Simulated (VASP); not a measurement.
Input of a VASP 6.6.1 run:

Contents of INCAR:

```
SYSTEM = ZrO2
  PREC = Accurate
  ENCUT = 520
  EDIFF = 1E-7
  ISMEAR = 0
  SIGMA = 0.02
  LREAL = .False.
  LASPH = .True.
  NELM = 120
  ALGO = Normal
  ISIF = 2
  LWAVE = .False.
  LCHARG = .False.
  GGA = PE
  IBRION = 2
  NSW = 60
  EDIFFG = -0.01
  GGA_COMPAT = .False.
  NELMIN = 4
```

The input KPOINTS:

```
regular mesh
0
Gamma
  6 6 6
  0 0 0
```

File POSCAR:

```
ZrO2
1.0
    3.5961000000      0.0000000000      0.0000000000
    0.0000000000      3.5961000000      0.0000000000
    0.0000000000      0.0000000000      5.1770000000
Zr O
2 4
Direct
    0.0000000000      0.0000000000      0.0000000000
    0.5000000000      0.5000000000      0.5000000000
    0.0000000000      0.5000000000      0.2030000000
    0.0000000000      0.5000000000      0.7030000000
    0.5000000000      0.0000000000      0.2970000000
    0.5000000000      0.0000000000      0.7970000000
```

Potentials or basis: VASP PAW PBE potentials, release 64 (Zr_sv, O).

Run with:

```console
$ cat potpaw_PBE.64/Zr_sv/POTCAR potpaw_PBE.64/O/POTCAR > POTCAR
$ mpirun -np 1 vasp_std > vasp.out
```

(1) Predict the energy gained by relaxing.

(2) What does it give for the band gap on the k mesh?

## Answers

(1) 0.0 meV/atom.

(2) 4.02 eV (least direct gap 4.12 eV).
